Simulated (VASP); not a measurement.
Set up this calculation in VASP 6.6.1, as the native input.

* Task: single point
* Functional: r2SCAN
* Potentials or basis: VASP PAW PBE potentials, release 64 (Na_pv)
* Cutoff: 520 eV
* k mesh: 4 × 4 × 4
* Occupations: fermi-dirac, width 0.1 eV
* Spin: no spin polarisation
* Dipole correction: no
* Further INCAR settings: ALGO = Normal; EDIFF = 1e-07; NBANDS = 38

The system is Na.

```xyz
8
Lattice="6.7068 0.0000 0.0000 0.0000 6.7068 0.0000 0.0000 0.0000 6.7068" Properties=species:S:1:pos:R:3 pbc="T T T"
Na    0.0000    0.0000    0.0000
Na    3.3534    3.3534    3.3534
Na    1.6767    0.0000    3.3534
Na    5.0301    0.0000    3.3534
Na    3.3534    1.6767    0.0000
Na    3.3534    5.0301    0.0000
Na    0.0000    3.3534    1.6767
Na    0.0000    3.3534    5.0301
```

These files were run (other wordings do the same):

POSCAR

```
Na
1.0
    6.7067694446      0.0000000000      0.0000000000
    0.0000000000      6.7067694446      0.0000000000
    0.0000000000      0.0000000000      6.7067694446
Na
8
Direct
    0.0000000000      0.0000000000      0.0000000000
    0.5000000000      0.5000000000      0.5000000000
    0.2500000000      0.0000000000      0.5000000000
    0.7500000000      0.0000000000      0.5000000000
    0.5000000000      0.2500000000      0.0000000000
    0.5000000000      0.7500000000      0.0000000000
    0.0000000000      0.5000000000      0.2500000000
    0.0000000000      0.5000000000      0.7500000000
```

INCAR.step1

```
SYSTEM = Na
  ALGO = Normal
  EDIFF = 1E-4
  ENCUT = 520
  GGA = PE
  ISMEAR = -1
  LASPH = .TRUE.
  LCHARG = .FALSE.
  LREAL = .FALSE.
  LWAVE = .TRUE.
  NBANDS = 38
  NELM = 60
  PREC = Accurate
  SIGMA = 0.1
```

INCAR.step2

```
SYSTEM = Na
  ALGO = Normal
  EDIFF = 1E-7
  ENCUT = 520
  ISIF = 2
  ISMEAR = -1
  ISTART = 1
  LASPH = .TRUE.
  LCHARG = .FALSE.
  LMIXTAU = .TRUE.
  LREAL = .FALSE.
  LWAVE = .FALSE.
  METAGGA = R2SCAN
  NBANDS = 38
  NELM = 60
  PREC = Accurate
  SIGMA = 0.1
```

KPOINTS

```
k-points
0
G
  4 4 4
  0 0 0
```

Potentials or basis: VASP PAW PBE potentials, release 64 (Na_pv).

The run is started by

```sh
$ cat potpaw_PBE.64/Na_pv/POTCAR > POTCAR
$ cp INCAR.step1 INCAR
$ mpirun -np 1 vasp_std > vasp.out
$ cp INCAR.step2 INCAR
$ mpirun -np 1 vasp_std > vasp.out
```

It gave:

* Pressure: 0.1 GPa
* Band gap on the k mesh: zero (bands 28 and 29 overlap by 1.48 eV)

Caveat: the PAW data sets were made with another functional, which shifts forces and pressure a little.

Run time: 7.1 min on 1 thread of Intel(R) Xeon(R) Platinum 8259CL CPU @ 2.50GHz (Skylake/Cascade Lake), on a shared host, peak memory 0.4 GiB.
